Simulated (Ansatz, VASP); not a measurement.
**AlN: VASP beside Ansatz**

```
Al N
1.0
    -1.37253    1.37253    2.02489
     1.37253   -1.37253    2.02489
     1.37253    1.37253   -2.02489
Al N
1 1
Direct
  0.96445 0.96445 0.00000
  0.53555 0.53555 0.00000
```

Alike in both runs: task single point; functional PBE; k mesh 8 × 8 × 8; occupations gaussian, width 0.1 eV; no spin polarisation.

|  | VASP | Ansatz |
| --- | --- | --- |
| version | VASP 6.6.1 | Ansatz 0.2.0 |
| potentials or method | VASP PAW PBE potentials, release 64 (Al, N), cutoff 520 eV | scalar-relativistic, plane waves, PAW |
| valence electrons in the cell | 8 | 8 |

|  | VASP | Ansatz | Ansatz less VASP |
| --- | --- | --- | --- |
| gap on the k mesh at the Fermi level (eV) | 5.07 | 5.09 | +0.027 |
| least direct gap on the mesh (eV) | 6.76 | 6.74 | -0.023 |
| rms of the force components (eV/Å) | 1.938 | 1.926 | -0.0122 |

Atom by atom the forces differ by 0.012 eV/Å (rms over components).
